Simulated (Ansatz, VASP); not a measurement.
NbSi: VASP beside Ansatz

INCAR

```
  PREC = Accurate
  ENCUT = 600
  EDIFF = 1E-6
  ISMEAR = -1
  SIGMA = 0.05
  LREAL = F
  LASPH = T
  NELM = 60
  ALGO = Normal
  ISIF = 3
  LWAVE = F
  LCHARG = F
  GGA = PE
  IBRION = 2
  NSW = 100
  EDIFFG = -0.005
```

File KPOINTS:

```
regular mesh
0
Gamma
  14 14 14
```

POSCAR

```
NbSi
1.0
    0.0000000000      2.5742341955      2.5742341955
    2.5742341955      0.0000000000      2.5742341955
    2.5742341955      2.5742341955      0.0000000000
Nb Si
1 1
Direct
    0.0000000000      0.0000000000      0.0000000000
    0.5000000000      0.5000000000      0.5000000000
```

Input for Ansatz:

```yaml
crystal:
  lattice:
    - [0.0, 2.5742341955, 2.5742341955]
    - [2.5742341955, 0.0, 2.5742341955]
    - [2.5742341955, 2.5742341955, 0.0]
  atoms:
    - { symbol: Nb, position: [0.0, 0.0, 0.0] }
    - { symbol: Si, position: [0.5, 0.5, 0.5] }
kpoints:
  mp_grid: { grid: [14, 14, 14] }
scf:
  occupations: { method: fermi_dirac, width: 0.05 }
hamiltonian:
  xc: pbe
  pseudopotentials: { kind: paw }
output:
  forces: true
  stress: true
relax:
  f_tol: 0.005
  max_steps: 80
  cell: {}
```

Alike in both runs: task relaxation of cell and atoms; functional PBE; k mesh 14 × 14 × 14; occupations fermi-dirac, width 0.05 eV; no spin polarisation.

```csv
,VASP,Ansatz
version,VASP 6.6.1,Ansatz 0.2.0
potentials or method,"VASP PAW PBE potentials, release 64 (Nb_sv, Si)","PAW with Ansatz's default frozen-core files, scalar-relativistic"
plane-wave cutoff (eV),600,420
valence electrons in the cell,17,17
```

Ansatz gave:

```
relaxed volume (Å³/atom)                                        : 17.05
relaxed length of the cell vector where the two differ most in proportion (Å) : 3.640
```

Task: Which values does VASP return?

Result: Relaxed volume (Å³/atom): 17.03; relaxed length of the cell vector where the two differ most in proportion (Å): 3.639.
